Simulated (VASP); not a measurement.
Set up this calculation in VASP 6.6.1, as the native input.

- Task: single point
- Functional: LDA
- Potentials or basis: VASP PAW LDA potentials, release 64 (Bi_d)
- Cutoff: 520 eV
- k mesh: 10 × 10 × 10
- Occupations: methfessel-paxton, width 0.15 eV
- Spin: no spin polarisation
- Dipole correction: no
- Further INCAR settings: ALGO = Normal; EDIFF = 1e-06; NBANDS = 14

The structure of Bi lies in POSCAR:

```
Bi
1.0
   -1.9945534420      1.9945534420      1.9945534420
    1.9945534420     -1.9945534420      1.9945534420
    1.9945534420      1.9945534420     -1.9945534420
Bi
1
Direct
    0.0000000000      0.0000000000      0.0000000000
```

These files were run (other wordings do the same):

INCAR

```
PREC = Accurate ; ENCUT = 520
EDIFF = 1E-6 ; ISMEAR = 1
SIGMA = 0.15 ; LREAL = F
LASPH = T ; NELM = 60
ALGO = Normal ; ISIF = 2
LWAVE = F ; LCHARG = T
GGA = CA ; LELF = T
LVHAR = T ; NBANDS = 14
```

KPOINTS

```
Automatic mesh
0
Gamma
  10 10 10
```

Potentials or basis: VASP PAW LDA potentials, release 64 (Bi_d).

Launch:

```console
$ cat potpaw_LDA.64/Bi_d/POTCAR > POTCAR
$ mpirun -np 1 vasp_std > vasp.out
```

Results of the run:

The pressure is -4.0 GPa.

It took 7.8 s on 1 thread of Intel(R) Xeon(R) 6975P-C (Granite Rapids), with other jobs on the host, peak memory 0.14 GiB.
